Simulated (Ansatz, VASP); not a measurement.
# Two plane-wave programs on Sn3P4

Contents of INCAR:

```
SYSTEM = Sn3P4
PREC     = Accurate       ! precision mode
ENCUT    = 600            ! plane-wave cutoff, eV
EDIFF    = 1E-6           ! SCF threshold, eV
ISMEAR   = 0              ! smearing method
SIGMA    = 0.1            ! smearing width, eV
LREAL    = .False.        ! projectors in reciprocal space
LASPH    = .True.         ! aspherical terms in the spheres
NELM     = 60             ! most SCF steps
ALGO     = Normal         ! electronic algorithm
ISIF     = 3              ! what is computed and relaxed
LWAVE    = .False.        ! write WAVECAR
LCHARG   = .False.        ! write CHGCAR
GGA      = PE             ! functional
IBRION   = 2              ! ionic algorithm
NSW      = 100            ! ionic steps
EDIFFG   = -0.01          ! ionic threshold
```

The input KPOINTS:

```
regular mesh
0
Gamma
  6 6 6
  0 0 0
```

File POSCAR:

```
Sn3P4
1.0
    3.5011099160      2.0213667525      4.1625531561
   -3.5011099160      2.0213667525      4.1625531561
    0.0000000000     -4.0427335050      4.1625531561
Sn P
3 4
Direct
    0.7041970642      0.7041970642      0.7041970642
    0.2958029358      0.2958029358      0.2958029358
    0.0000000000      0.0000000000      0.0000000000
    0.0000000000      0.0000000000      0.5000000000
    0.5000000000      0.0000000000      0.0000000000
    0.0000000000      0.5000000000      0.0000000000
    0.5000000000      0.5000000000      0.5000000000
```

Input for Ansatz:

```yaml
crystal:
  lattice:
    - [3.501109916, 2.0213667525, 4.1625531561]
    - [-3.501109916, 2.0213667525, 4.1625531561]
    - [0.0, -4.042733505, 4.1625531561]
  atoms:
    - { symbol: Sn, position: [0.7041970642, 0.7041970642, 0.7041970642] }
    - { symbol: Sn, position: [0.2958029358, 0.2958029358, 0.2958029358] }
    - { symbol: Sn, position: [0.0, 0.0, 0.0] }
    - { symbol: P, position: [0.0, 0.0, 0.5] }
    - { symbol: P, position: [0.5, 0.0, 0.0] }
    - { symbol: P, position: [0.0, 0.5, 0.0] }
    - { symbol: P, position: [0.5, 0.5, 0.5] }
basis:
  ecutwfc: 420
kpoints:
  mp_grid: { grid: [6, 6, 6] }
hamiltonian:
  xc: pbe
scf:
  occupations: { method: gaussian, width: 0.1 }
output:
  forces: true
  stress: true
  eigenvalues: true
  write_density: true
  write_potential: true
  elf: true
  volumetric_format: npy
relax:
  adjacent_minimum: "off"
  f_tol: 0.01
  max_steps: 80
  cell: { stress_tol: 0.05 }
```

Alike in both runs: task relaxation of cell and atoms; functional PBE; k mesh 6 × 6 × 6; occupations gaussian, width 0.1 eV; no spin polarisation.

```csv
,VASP,Ansatz
version,VASP 6.6.1,Ansatz 0.2.0
potentials or method,"VASP PAW PBE potentials, release 64 (Sn_d, P), cutoff 600 eV","scalar-relativistic, plane waves, PAW"
valence electrons in the cell,62,62
```

|  | VASP | Ansatz | Ansatz less VASP |
| --- | --- | --- | --- |
| gap on the k mesh at the Fermi level, each at its own relaxed structure (eV) | none | none | - |
| relaxed volume (Å³/atom) | 25.43 | 25.44 | +0.006 |
| relaxed length of the cell vector where the two differ most in proportion (Å) | 5.829 | 5.830 | +0.0011 |

A gap of «none» marks a metal or a gap that the smearing closes.
